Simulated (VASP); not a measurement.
Runs of VASP 6.6.1 on AlP5. The structure is that of space group F-43m (No. 216), or close to it. The cells are those of the table. 

```csv
task,cell,k mesh,cutoff (eV),gap on the mesh (eV),pressure (GPa),relaxed volume (Å³/atom),largest force (eV/Å)
single point,"a = 5.068 Å, angles 60.0°, 6 atoms",10 × 10 × 10,520,none,-0.1,-,(a)
single point,"a = 5.044 Å, angles 60.0°, 6 atoms",4 × 4 × 4,520,none,-0.1,-,-
single point,"a = 5.637 Å, angles 60.0°, 6 atoms",4 × 4 × 4,500,none,-14.5,-,(b)
relaxation of cell and atoms,"relaxed from a = 5.044 Å, angles 60.0°, 6 atoms",10 × 10 × 10,600,none,0.0,15.34,-
relaxation of cell and atoms,"relaxed from a = 5.637 Å, angles 60.0°, 6 atoms",4 × 4 × 4,600,none,-0.4,15.18,0.01
```

Alike in all rows: level PBE; potentials or basis VASP PAW PBE potentials, release 64 (Al, P); no spin polarisation; smearing gaussian 0.1 eV.

Problem. Fill in the values left out.

Solution. (a) 0.02; (b) 0.31.

Caveats: some runs use coarse meshes; the volume moved by over 15 % at a fixed basis, so the end points are rough (some runs).

A gap of «none» marks levels without a gap at the run's occupations.
